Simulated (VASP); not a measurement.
Write the native input for VASP 6.6.1 that does the following.

```
Task                   : single point
Functional             : PBE
Potentials or basis    : VASP PAW PBE potentials, release 64 (Ca_sv, O)
Cutoff                 : 520 eV
k mesh                 : 11 × 11 × 11
Occupations            : fermi-dirac, width 0.05 eV
Spin                   : no spin polarisation
Dipole correction      : no
Further INCAR settings : ALGO = Normal; EDIFF = 1e-06; NBANDS = 24
```

The structure of CaO lies in POSCAR:

```
CaO
1.0
   -1.6450956425      1.6450956425      8.3984307060
    1.6450956425     -1.6450956425      8.3984307060
    1.6450956425      1.6450956425     -8.3984307060
Ca O
2 2
Direct
    0.6795970000      0.6795970000      0.0000000000
    0.3204030000      0.3204030000      0.0000000000
    0.8181860000      0.8181860000      0.0000000000
    0.1818140000      0.1818140000      0.0000000000
```

These files were run (other wordings do the same):

INCAR

```
SYSTEM = CaO
PREC = Accurate
ENCUT = 520
EDIFF = 1E-6
ISMEAR = -1
SIGMA = 0.05
LREAL = .FALSE.
LASPH = .TRUE.
NELM = 60
ALGO = Normal
ISIF = 2
LWAVE = .FALSE.
LCHARG = .TRUE.
GGA = PE
LELF = .TRUE.
LVHAR = .TRUE.
NBANDS = 24
```

KPOINTS

```
regular mesh
0
G
  11 11 11
  0 0 0
```

Potentials or basis: VASP PAW PBE potentials, release 64 (Ca_sv, O).

Launch:

```console
$ cat potpaw_PBE.64/Ca_sv/POTCAR potpaw_PBE.64/O/POTCAR > POTCAR
$ mpirun -np 1 vasp_std > vasp.out
```

It gave:

| Property | Result |
| --- | --- |
| Pressure | 2.5 GPa |
| Largest force | 0.229 eV/Å |
| Band gap on the k mesh | 2.08 eV |

Run time: 20 min on 1 thread of Intel(R) Xeon(R) 6975P-C (Granite Rapids), with other jobs on the host, peak memory 0.81 GiB.
